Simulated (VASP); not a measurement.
Here is a VASP 6.6.1 calculation.

Contents of POSCAR:

```
Ga
1.0
   -1.3561377546      1.3561377546      2.2640427644
    1.3561377546     -1.3561377546      2.2640427644
    1.3561377546      1.3561377546     -2.2640427644
Ga
1
Direct
    0.0000000000      0.0000000000      0.0000000000
```

INCAR.step1

```
PREC     = Accurate       # precision mode
ENCUT    = 520            # plane-wave cutoff, eV
EDIFF    = 1E-5           # SCF threshold, eV
ISMEAR   = -1             # smearing method
SIGMA    = 0.05           # smearing width, eV
LREAL    = F              # projectors in reciprocal space
LASPH    = T              # aspherical terms in the spheres
NELM     = 60             # most SCF steps
ALGO     = Normal         # electronic algorithm
ISIF     = 2              # what is computed and relaxed
LWAVE    = T              # write WAVECAR
LCHARG   = F              # write CHGCAR
GGA      = PE             # functional
NBANDS   = 12             # bands
KPAR     = 4
```

File INCAR.step2:

```
PREC     = Accurate       # precision mode
ENCUT    = 520            # plane-wave cutoff, eV
EDIFF    = 1E-6           # SCF threshold, eV
ISMEAR   = -1             # smearing method
SIGMA    = 0.05           # smearing width, eV
LREAL    = F              # projectors in reciprocal space
LASPH    = T              # aspherical terms in the spheres
NELM     = 60             # most SCF steps
ALGO     = Normal         # electronic algorithm
ISIF     = 2              # what is computed and relaxed
LWAVE    = F              # write WAVECAR
LCHARG   = F              # write CHGCAR
GGA      = PE             # functional
LHFCALC  = T              # exact exchange
HFSCREEN = 0.2079         # screening, 1/A
PRECFOCK = Normal       
ISTART   = 1            
NBANDS   = 12             # bands
KPAR     = 4
```

File KPOINTS:

```
regular mesh
0
Gamma
  8 8 8
```

Potentials or basis: VASP PAW PBE potentials, release 64 (Ga_d).

Command:

```sh
$ cat potpaw_PBE.64/Ga_d/POTCAR > POTCAR
$ cp INCAR.step1 INCAR
$ mpirun -np 4 vasp_std > vasp.out
$ cp INCAR.step2 INCAR
$ mpirun -np 4 vasp_std > vasp.out
```

**Question.** What does it give for the band gap on the k mesh?

**Answer.** Zero (an odd number of electrons rules out a gap without spin polarisation).

**Question.** Estimate the pressure.

**Answer.** 7.6 GPa.

Stress tensor (GPa, compression positive):
```
7.49 0.00 0.00
0.00 7.49 0.00
0.00 0.00 7.95
```

Caveat: the cell stands under pressure; the PAW data sets were made with another functional, which shifts forces and pressure a little.
